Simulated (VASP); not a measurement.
Here is a VASP 6.6.1 calculation.

The input INCAR:

```
SYSTEM = Al5Ga2N8
PREC = Accurate
ENCUT = 520
EDIFF = 1E-6
ISMEAR = 0
SIGMA = 0.05
LREAL = Auto
LASPH = .True.
NELM = 60
ALGO = Normal
ISIF = 2
LWAVE = .False.
LCHARG = .False.
GGA = PS
NBANDS = 54
```

Contents of KPOINTS:

```
Automatic mesh
0
Gamma
  4 4 4
  0 0 0
```

The input POSCAR:

```
Al5Ga2N8
1.0
   -4.4069948372      4.4069948372      0.0000000000
    0.0000000000      4.4069948372     -4.4069948372
   -4.4069948372      0.0000000000     -4.4069948372
Al Ga N
5 2 8
Direct
    0.5000000000      0.0000000000      0.0000000000
    0.5068494334      0.4931505666      0.0068494334
   -0.0068494334      0.0068494334      0.4931505666
    0.5068494334      0.0068494334      0.4931505666
   -0.0068494334      0.4931505666      0.0068494334
    0.4970626000      0.5029374000      0.5029374000
    0.0029374000     -0.0029374000     -0.0029374000
    0.6246764224      0.1230481118      0.6275990434
    0.1433744075      0.6215404898      0.0917106952
    0.5917106952      0.6433744075      0.6433744075
    0.1275990434      0.1246764224      0.1246764224
    0.1215404898      0.6433744075      0.6433744075
    0.6230481118      0.1246764224      0.1246764224
    0.6246764224      0.6275990434      0.1230481118
    0.1433744075      0.0917106952      0.6215404898
```

Potentials or basis: VASP PAW PBE potentials, release 64 (Al, Ga_d, N).

The run is started by

```console
$ cat potpaw_PBE.64/Al/POTCAR potpaw_PBE.64/Ga_d/POTCAR potpaw_PBE.64/N/POTCAR > POTCAR
$ mpirun -np 1 vasp_std > vasp.out
```

Question: Estimate the band gap on the k mesh.

Answer: Zero (an odd number of electrons rules out a gap without spin polarisation).

Question: What does it give for the pressure?

Answer: 2.1 GPa.

Question: Estimate the largest force.

Answer: 0.015 eV/Å.

Stress tensor (GPa, compression positive):
```
2.24 0.00 0.00
0.00 2.24 0.00
0.00 0.00 1.87
```

Caveat: the cell differs from its parent crystal (atoms taken out, then relaxed in part); the PAW data sets were made with another functional, which shifts forces and pressure a little.
